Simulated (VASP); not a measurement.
Here is a VASP 6.6.1 calculation.

INCAR

```
PREC     = Accurate       # precision mode
ENCUT    = 750            # plane-wave cutoff, eV
EDIFF    = 1E-6           # SCF threshold, eV
ISMEAR   = 0              # smearing method
SIGMA    = 0.01           # smearing width, eV
LREAL    = False          # projectors in reciprocal space
LASPH    = True           # aspherical terms in the spheres
NELM     = 120            # most SCF steps
ALGO     = Normal         # electronic algorithm
ISIF     = 2              # what is computed and relaxed
LWAVE    = False          # write WAVECAR
LCHARG   = False          # write CHGCAR
GGA      = PS             # functional
IVDW     = 12             # dispersion correction
NBANDS   = 12             # bands
GGA_COMPAT= False
```

Contents of KPOINTS:

```
Automatic mesh
0
Gamma
  6 6 6
```

The input POSCAR:

```
LiCl
1.0
    3.2711235777      0.0000000000      0.0000000000
    0.0000000000      3.2711235777      0.0000000000
    0.0000000000      0.0000000000      3.2711235777
Li Cl
1 1
Direct
    0.0000000000      0.0000000000      0.0000000000
    0.5000000000      0.5000000000      0.5000000000
```

Potentials or basis: VASP PAW PBE potentials, release 64 (Li_sv, Cl).

The run is started by

```console
$ cat potpaw_PBE.64/Li_sv/POTCAR potpaw_PBE.64/Cl/POTCAR > POTCAR
$ mpirun -np 1 vasp_std > vasp.out
```

Problem. What does it give for the pressure?

Solution. -2.9 GPa.

Problem. What does it give for the dispersion energy per atom?

Solution. -0.174 eV.

Caveat: the PAW data sets were made with another functional, which shifts forces and pressure a little.
